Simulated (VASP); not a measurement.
# InAs (F-43m) in VASP: notebook, part 2 of 2

VASP 6.6.1. The steps go on from the part before.

## (3) Single point, PBE

This run uses another cell than the first one, of 29.55 Å³/atom, 1.228 times its volume.

INCAR

```
PREC     = Accurate       # precision mode
ENCUT    = 500            # plane-wave cutoff, eV
EDIFF    = 1E-6           # SCF threshold, eV
ISMEAR   = 0              # smearing method
SIGMA    = 0.1            # smearing width, eV
LREAL    = F              # projectors in reciprocal space
LASPH    = T              # aspherical terms in the spheres
NELM     = 120            # most SCF steps
ALGO     = Normal         # electronic algorithm
ISIF     = 2              # what is computed and relaxed
LWAVE    = F              # write WAVECAR
LCHARG   = F              # write CHGCAR
GGA      = PE             # functional
NBANDS   = 16             # bands
GGA_COMPAT= F
```

KPOINTS

```
regular mesh
0
Gamma
  6 6 6
```

POSCAR

```
InAs
1.0
    0.0000000000      3.0916113354      3.0916113354
    3.0916113354      0.0000000000      3.0916113354
    3.0916113354      3.0916113354      0.0000000000
In As
1 1
Direct
    0.0000000000      0.0000000000      0.0000000000
    0.2500000000      0.2500000000      0.2500000000
```

Potentials or basis: VASP PAW PBE potentials, release 64 (In_d, As).

Command:

```console
cat potpaw_PBE.64/In_d/POTCAR potpaw_PBE.64/As/POTCAR > POTCAR
mpirun -np 1 vasp_std > vasp.out
```

OUTCAR:

```text
PREC = Accurate
   ENCUT = 500
   EDIFF = 1E-6
   ISMEAR = 0
   LREAL = F
   LASPH = T
   NELM = 120
   ISIF = 2
   GGA = PE

 ion  position               nearest neighbor table
   1  0.000  0.000  0.000-   2 2.68   2 2.68   2 2.68   2 2.68
   2  0.250  0.250  0.250-   1 2.68   1 2.68   1 2.68   1 2.68

  LATTYP: Found a face centered cubic cell.
 ALAT       =     6.1832226708

  Lattice vectors:

 A1 = (   0.0000000000,   3.0916113354,   3.0916113354)
 A2 = (   3.0916113354,   0.0000000000,   3.0916113354)
 A3 = (   3.0916113354,   3.0916113354,   0.0000000000)

Analysis of symmetry for initial positions (statically):
=====================================================================
 Subroutine PRICEL returns:
 Original cell was already a primitive cell.

 Routine SETGRP: Setting up the symmetry group for a
 face centered cubic supercell.

 Subroutine GETGRP returns: Found 24 space group operations
 (whereof 24 operations were pure point group operations)
 out of a pool of 48 trial point group operations.

The static configuration has the point symmetry T_d .

Analysis of symmetry for dynamics (positions and initial velocities):
=====================================================================
 Subroutine PRICEL returns:
 Original cell was already a primitive cell.

 Routine SETGRP: Setting up the symmetry group for a
 face centered cubic supercell.

 Subroutine GETGRP returns: Found 24 space group operations
 (whereof 24 operations were pure point group operations)
 out of a pool of 48 trial point group operations.

The dynamic configuration has the point symmetry T_d .

 Subroutine INISYM returns: Found 24 space group operations
 (whereof 24 operations are pure point group operations),
 and found     1 'primitive' translations

----------------------------------------------------------------------------------------

                                     Primitive cell
[... 99 lines left out ...]
   IALGO  =     38    algorithm
   IMIX   =      4    mixing-type and parameters
     AMIX     =   0.40;   BMIX     =  1.00
     AMIX_MAG =   1.60;   BMIX_MAG =  1.00
  volume/ion in A,a.u.               =      29.55       199.41
  Fermi-wavevector in a.u.,A,eV,Ry     =   1.101465  2.081467 16.506936  1.213226
  Thomas-Fermi vector in A             =   2.237893
   LORBIT       =      0    0 simple, 1 ext, 2 COOP (PROOUT), +10 PAW based schemes
   GGA     = PE    functional components
   LHFCALC =     F    Hartree Fock is set to
   AEXX    =    0.0000 exact exchange contribution
   IVDW    =     0    specifies the selected vdW correction
   LEPSILON=     F    determine dielectric tensor
   LRPA    =     F    only Hartree local field effects (RPA)
 non-spin polarized calculation
 Gauss-broadening in eV      SIGMA  =   0.10
  energy-cutoff  :      500.00
  volume of cell :       59.10
 maximum number of plane-waves:      1524
   NGX = 15   NGY = 15   NGZ = 15

 number of electron      18.0000009 magnetization

 Free energy of the ion-electron system (eV)
  ---------------------------------------------------
  ext. energy  EPLUGINS =         0.00000000
  ---------------------------------------------------
  free energy    TOTEN  =        -7.70281470 eV

  energy without entropy =       -7.70210029  energy(sigma->0) =       -7.70245750

 E-fermi :   3.8937     XC(G=0):  -8.7998

 val. band max:        3.8632619825   @ k =   0.0000   0.0000   0.0000
 cond. band min:       4.6750162424   @ k =   0.5000   0.0000   0.0000
 fundamental gap:      0.8117542599
 Fermi energy:         3.8937244145

 k-point     1 :       0.0000    0.0000    0.0000
  band No.  band energies     occupation
      1     -10.4144      2.00000
      2     -10.4144      2.00000
      3     -10.4144      2.00000
      4     -10.3144      2.00000
      5     -10.3144      2.00000
      6      -7.5873      2.00000
[... 281 lines left out ...]
      3     -10.3547      2.00000
      4     -10.3310      2.00000
      5     -10.3035      2.00000
      6      -5.8148      2.00000
[... 8 lines left out ...]
     15      15.1114      0.00000
     16      15.3977      0.00000

------------------------ aborting loop because EDIFF is reached ----------------------------------------

  FORCE on cell =-STRESS in cart. coord.  units (eV):
  Direction    XX          YY          ZZ          XY          YZ          ZX
  --------------------------------------------------------------------------------------
  -------------------------------------------------------------------------------------
  Total        0.0680367      0.0680367      0.0680367      0.0000000      0.0000000     -0.0000000
  in kB        1.8444609      1.8444609      1.8444609      0.0000000      0.0000000     -0.0000000
  external PRESSURE =       1.8444609 kB  Pullay stress =       0.0000000 kB

 VOLUME and BASIS-vectors are now :
 -----------------------------------------------------------------------------
  energy-cutoff  :      500.00
  volume of cell :       59.10
      direct lattice vectors                 reciprocal lattice vectors
     0.000000000  3.091611335  3.091611335    -0.161727962  0.161727962  0.161727962
     3.091611335  0.000000000  3.091611335     0.161727962 -0.161727962  0.161727962
     3.091611335  3.091611335  0.000000000     0.161727962  0.161727962 -0.161727962

 POSITION                                       TOTAL-FORCE (eV/Angst)
 -----------------------------------------------------------------------------------
      0.00000      0.00000      0.00000         0.000000     -0.000000      0.000000
      1.54581      1.54581      1.54581        -0.000000      0.000000     -0.000000
 -----------------------------------------------------------------------------------
    total drift:                               -0.000000     -0.000000      0.000000

  FREE ENERGIE OF THE ION-ELECTRON SYSTEM (eV)
  ---------------------------------------------------
  free  energy   TOTEN  =        -7.7028147028 eV

  energy  without entropy=       -7.7021002904  energy(sigma->0) =       -7.70245750
```

Wall time 10 s (1 thread of AMD EPYC 9R14 (Zen 4), shared host); peak memory 0.15 GiB.

What came out:

```yaml
Free_energy: -7.7028 eV
Pressure: 0.2 GPa
Band_gap_on_the_k_mesh: zero (filled and empty bands touch)
```

Caveat: spin-orbit coupling is left out, which moves the levels of the heavy elements.

## (4) Single point, PBE

INCAR

```
ALGO     = Normal         # electronic algorithm
EDIFF    = 1E-6           # SCF threshold, eV
ENCUT    = 500            # plane-wave cutoff, eV
GGA      = PE             # functional
GGA_COMPAT= F            
ISIF     = 2              # what is computed and relaxed
ISMEAR   = 0              # smearing method
LASPH    = T              # aspherical terms in the spheres
LCHARG   = T              # write CHGCAR
LELF     = T              # ELF
LREAL    = F              # projectors in reciprocal space
LVHAR    = T            
LWAVE    = F              # write WAVECAR
NBANDS   = 16             # bands
NELM     = 120            # most SCF steps
PREC     = Accurate       # precision mode
SIGMA    = 0.1            # smearing width, eV
```

KPOINTS

```
k-points
0
Gamma
  6 6 6
```

POSCAR

```
InAs
1.0
    0.0000000000      2.8867486516      2.8867486516
    2.8867486516      0.0000000000      2.8867486516
    2.8867486516      2.8867486516      0.0000000000
In As
1 1
Direct
    0.0000000000      0.0000000000      0.0000000000
    0.2500000000      0.2500000000      0.2500000000
```

Command:

```console
cat potpaw_PBE.64/In_d/POTCAR potpaw_PBE.64/As/POTCAR > POTCAR
mpirun -np 1 vasp_std > vasp.out
```

Wall time 15 s (1 thread of Intel Xeon 6975P-C, shared host); peak memory 0.17 GiB.

Results (log left out):

- Free energy: -7.2257 eV
- Pressure: 16.5 GPa
- Band gap on the k mesh: 0.52 eV, direct

Levels at points of the mesh, in eV from the valence-band top:
| k point | band 6 | band 7 | band 8 | band 9 | band 10 | band 11 | band 12 | band 13 |
| --- | --- | --- | --- | --- | --- | --- | --- | --- |
| (0.00, 0.00, 0.00) | -12.87 | 0.00 | 0.00 | 0.00 | 0.52 | 3.93 | 3.93 | 3.93 |
| (0.50, 0.00, 0.00) | -10.91 | -6.57 | -1.22 | -1.22 | 1.26 | 4.72 | 4.72 | 6.93 |
| (0.50, 0.50, 0.00) | -10.21 | -6.50 | -2.84 | -2.84 | 1.28 | 2.02 | 10.14 | 10.26 |

Caveat: spin-orbit coupling is left out, which moves the levels of the heavy elements. PBE gaps usually lie below the measured ones, often by a third to a half.

## (5) Single point, PBE

This run uses another cell than the first one, of 29.55 Å³/atom, 1.228 times its volume.

INCAR

```
PREC     = Accurate       # precision mode
ENCUT    = 500            # plane-wave cutoff, eV
EDIFF    = 1E-6           # SCF threshold, eV
ISMEAR   = 0              # smearing method
SIGMA    = 0.1            # smearing width, eV
LREAL    = F              # projectors in reciprocal space
LASPH    = T              # aspherical terms in the spheres
NELM     = 120            # most SCF steps
ALGO     = Normal         # electronic algorithm
ISIF     = 2              # what is computed and relaxed
LWAVE    = F              # write WAVECAR
LCHARG   = F              # write CHGCAR
GGA      = PE             # functional
NBANDS   = 16             # bands
GGA_COMPAT= F
```

KPOINTS

```
regular mesh
0
Gamma
  6 6 6
```

POSCAR

```
InAs
1.0
    0.0000000000      3.0916113275      3.0916113275
    3.0916113275      0.0000000000      3.0916113275
    3.0916113275      3.0916113275      0.0000000000
In As
1 1
Direct
    0.0000000000      0.0000000000      0.0000000000
    0.2500000000      0.2500000000      0.2500000000
```

Command:

```console
cat potpaw_PBE.64/In_d/POTCAR potpaw_PBE.64/As/POTCAR > POTCAR
mpirun -np 1 vasp_std > vasp.out
```

Wall time 11 s (1 thread of Intel Xeon 6975P-C, shared host); peak memory 0.18 GiB.

The run converged. Its results:

- Free energy: -7.7028 eV
- Pressure: 0.2 GPa
- Band gap on the k mesh: zero (filled and empty bands touch)

Levels at points of the mesh, in eV from the Fermi level:
```csv
k point,band 6,band 7,band 8,band 9,band 10,band 11,band 12,band 13
"(0.00, 0.00, 0.00)",-11.48,-0.57,-0.03,-0.03,-0.03,3.84,3.84,3.84
"(0.50, 0.00, 0.00)",-10.21,-5.47,-0.93,-0.93,0.78,4.60,4.60,6.72
"(0.50, 0.50, 0.00)",-9.74,-5.60,-2.14,-2.14,1.62,2.01,8.74,8.78
```

Caveat: spin-orbit coupling is left out, which moves the levels of the heavy elements.

## (6) Relaxation of cell and atoms, PBE

INCAR

```
SYSTEM = InAs
PREC     = Accurate       ! precision mode
ENCUT    = 500            ! plane-wave cutoff, eV
EDIFF    = 1E-7           ! SCF threshold, eV
ISMEAR   = 0              ! smearing method
SIGMA    = 0.1            ! smearing width, eV
LREAL    = .FALSE.        ! projectors in reciprocal space
LASPH    = .TRUE.         ! aspherical terms in the spheres
NELM     = 120            ! most SCF steps
ALGO     = Normal         ! electronic algorithm
ISIF     = 3              ! what is computed and relaxed
LWAVE    = .FALSE.        ! write WAVECAR
LCHARG   = .FALSE.        ! write CHGCAR
GGA      = PE             ! functional
IBRION   = 2              ! ionic algorithm
NSW      = 80             ! ionic steps
EDIFFG   = -0.05          ! ionic threshold
GGA_COMPAT= .FALSE.      
NELMIN   = 4
```

KPOINTS

```
Automatic mesh
0
G
  6 6 6
  0 0 0
```

POSCAR

```
InAs
1.0
    0.0000000000      2.8867486516      2.8867486516
    2.8867486516      0.0000000000      2.8867486516
    2.8867486516      2.8867486516      0.0000000000
In As
1 1
Direct
    0.0000000000      0.0000000000      0.0000000000
    0.2500000000      0.2500000000      0.2500000000
```

Potentials or basis: VASP PAW PBE potentials, release 64 (In_d, As).

Command:

```console
cat potpaw_PBE.64/In_d/POTCAR potpaw_PBE.64/As/POTCAR > POTCAR
mpirun -np 1 vasp_std > vasp.out
```

Wall time 36 s (1 thread of Intel Xeon 6975P-C, shared host); peak memory 0.17 GiB.

The run converged. Its results:

```
Free energy                            : -7.7018 eV
Relaxed volume                         : 29.65 Å³/atom
Relaxed cell                           : a = 4.377 Å, b = 4.377 Å, c = 4.377 Å, α = 60.00°, β = 60.00°, γ = 60.00°
Space group after relaxing (to 0.05 Å) : F-43m (No. 216)
Energy gained by relaxing              : 238.0 meV/atom
Ionic steps                            : 3
Pressure after relaxing                : 0.0 GPa
Band gap on the k mesh                 : zero (filled and empty bands touch)
```

The path:
| step | energy change (eV) | largest force (eV/Å) | pressure (GPa) | volume (Å³) |
| --- | --- | --- | --- | --- |
| 1 | 0.0000 | 0.0000 | 16.55 | 48.11 |
| 2 | -0.3411 | 0.0000 | -4.64 | 67.58 |
| 3 | -0.4761 | 0.0000 | 0.04 | 59.29 |

Final structure:
```
CELL_PARAMETERS angstrom
0.00000 3.09495 3.09495
3.09495 0.00000 3.09495
3.09495 3.09495 0.00000
ATOMIC_POSITIONS crystal
In 0.00000 0.00000 0.00000
As 0.25000 0.25000 0.25000
```

Levels at points of the mesh, in eV from the Fermi level:
```
           k point  band 5  band 6  band 7  band 8  band 9  band 10  band 11  band 12  band 13
(0.00, 0.00, 0.00)  -14.20  -11.46   -0.58   -0.03   -0.03    -0.03     3.84     3.84     3.84
(0.50, 0.00, 0.00)  -14.20  -10.20   -5.46   -0.92   -0.92     0.77     4.60     4.60     6.72
(0.50, 0.50, 0.00)  -14.19   -9.73   -5.58   -2.13   -2.13     1.62     2.01     8.72     8.75
```

Caveat: the volume moved by over 15 % at a fixed basis, so the end points are rough; spin-orbit coupling is left out, which moves the levels of the heavy elements.

## (7) Summary

| task | cell | gap on the mesh (eV) | pressure (GPa) |
| --- | --- | --- | --- |
| single point | a = 4.082 Å, angles 60.0°, 2 atoms | 0.52 | 16.5 |
| single point | a = 4.372 Å, angles 60.0°, 2 atoms | none | 0.2 |
| relaxation of cell and atoms | relaxed from a = 4.082 Å, angles 60.0°, 2 atoms | none | 0.0 |

Alike in all rows: level PBE; potentials or basis VASP PAW PBE potentials, release 64 (In_d, As); no spin polarisation; k mesh 6 × 6 × 6; cutoff (eV) 500; smearing gaussian 0.1 eV.

Caveats: spin-orbit coupling is left out, which moves the levels of the heavy elements; the volume moved by over 15 % at a fixed basis, so the end points are rough (some runs).

Total energies depend on the potentials used, so only differences within one code and one set of settings carry meaning.
